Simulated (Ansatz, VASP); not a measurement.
**Two plane-wave programs on Na3Mo**

```
Na Mo
1.0
    -3.20253    3.20253    3.20253
     3.20253   -3.20253    3.20253
     3.20253    3.20253   -3.20253
Na Mo
3 1
Direct
  0.00000 0.50000 0.50000
  0.50000 0.00000 0.50000
  0.50000 0.50000 0.00000
  0.00000 0.00000 0.00000
```

Alike in both runs: functional PBE; k mesh 10 × 10 × 10; occupations gaussian, width 0.1 eV; collinear spin.

Ansatz relaxed the structure, and its values are those at the end. VASP's run is a single point on that final structure, the one shown.

```csv
,VASP,Ansatz
version,VASP 6.6.1,Ansatz 0.2.0
potentials or method,"VASP PAW PBE potentials, release 64 (Na_pv, Mo_sv), cutoff 520 eV","scalar-relativistic, plane waves, PAW"
valence electrons in the cell,35,41
```

```tsv
	VASP	Ansatz	Ansatz less VASP
gap on the k mesh at the Fermi level (eV)	none	none	-
pressure (GPa)	0.0	0.0	0.00
net moment per atom (μB)	1.18	1.18	0.000
size of the moment on the site where the two differ most (μB)	3.73	3.83	+0.096
```

Site moments also hang on the region over which each program counts them. A gap of «none» marks a metal or a gap that the smearing closes. VASP's potentials hold 35 valence electrons a cell and Ansatz's 41, so a difference there can come from the potentials and not from the codes.
